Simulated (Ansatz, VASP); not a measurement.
**Two plane-wave programs on Ru**

Contents of INCAR:

```
SYSTEM = Ru
PREC = Accurate
ENCUT = 500
EDIFF = 1E-6
ISMEAR = -1
SIGMA = 0.1
LREAL = .False.
LASPH = .True.
NELM = 200
ALGO = Normal
ISIF = 2
LWAVE = .False.
LCHARG = .False.
ISPIN = 2
MAGMOM = 0
LORBIT = 11
LMAXMIX = 4
GGA = PE
NBANDS = 17
GGA_COMPAT = .False.
```

Contents of KPOINTS:

```
regular mesh
0
Gamma
  8 8 8
  0 0 0
```

The input POSCAR:

```
Ru
1.0
    0.0000000000      1.8515930000      1.8515930000
    1.8515930000      0.0000000000      1.8515930000
    1.8515930000      1.8515930000      0.0000000000
Ru
1
Direct
    0.0000000000      0.0000000000      0.0000000000
```

Input for Ansatz:

```yaml
crystal:
  lattice:
    - [0, 1.851593, 1.851593]
    - [1.851593, 0, 1.851593]
    - [1.851593, 1.851593, 0]
  atoms:
    - { symbol: Ru, position: [0, 0, 0] }
kpoints:
  mp_grid: { grid: [8, 8, 8], shift: [0, 0, 0] }
hamiltonian:
  xc: pbe
  pseudopotentials: { kind: nc }
scf:
  occupations: { method: fermi_dirac }
magnetization:
  spin_polarized: true
```

Alike in both runs: task single point; functional PBE; k mesh 8 × 8 × 8; collinear spin.

```csv
,VASP,Ansatz
version,VASP 6.6.1,Ansatz 0.2 development build
potentials or method,"VASP PAW PBE potentials, release 64 (Ru_pv)",scalar-relativistic
plane-wave cutoff (eV),500,1143
occupations,"fermi-dirac, width 0.1 eV",fermi-dirac
```

```csv
,VASP,Ansatz,Ansatz less VASP
net moment per atom (μB),0.00,0.00,0.000
```

The k mesh is coarse, so the values compare programs but aren't converged.
